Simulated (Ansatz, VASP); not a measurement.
**Two plane-wave programs on TaN**

```
Ta N
1.0
     5.19100    0.00000    0.00000
    -2.59550    4.49554    0.00000
     0.00000    0.00000    2.90800
Ta N
3 3
Cartesian
  0.0000 0.0000 0.0000
  0.0000 2.9970 1.4540
  2.5955 1.4985 1.4540
  2.5955 0.0000 0.0000
  1.2977 2.2478 0.0000
  -1.2977 2.2478 0.0000
```

Alike in both runs: task relaxation of cell and atoms; functional revPBE; dispersion D3(BJ); k mesh 5 × 5 × 8; no spin polarisation.

|  | VASP | Ansatz |
| --- | --- | --- |
| version | VASP 6.6.1 | Ansatz 0.2.0 |
| potentials or method | VASP PAW PBE potentials, release 64 (Ta_pv, N) | plane waves, PAW |
| plane-wave cutoff (eV) | 600 | 420 |
| occupations | methfessel-paxton of order 1, width 0.15 eV | cold, width 0.15 eV |
| valence electrons in the cell | 48 | 54 |

VASP gave:

* relaxed volume (Å³/atom): 11.35
* relaxed length of the cell vector where the two differ most in proportion (Å): 2.917

Question: Estimate Ansatz's values.

Answer: Relaxed volume (Å³/atom): 11.32; relaxed length of the cell vector where the two differ most in proportion (Å): 2.913.

VASP's potentials were made for PBE, not for revPBE. VASP's potentials hold 48 valence electrons a cell and Ansatz's 54, so a difference there can come from the potentials and not from the codes.

Spin-orbit coupling is off throughout.
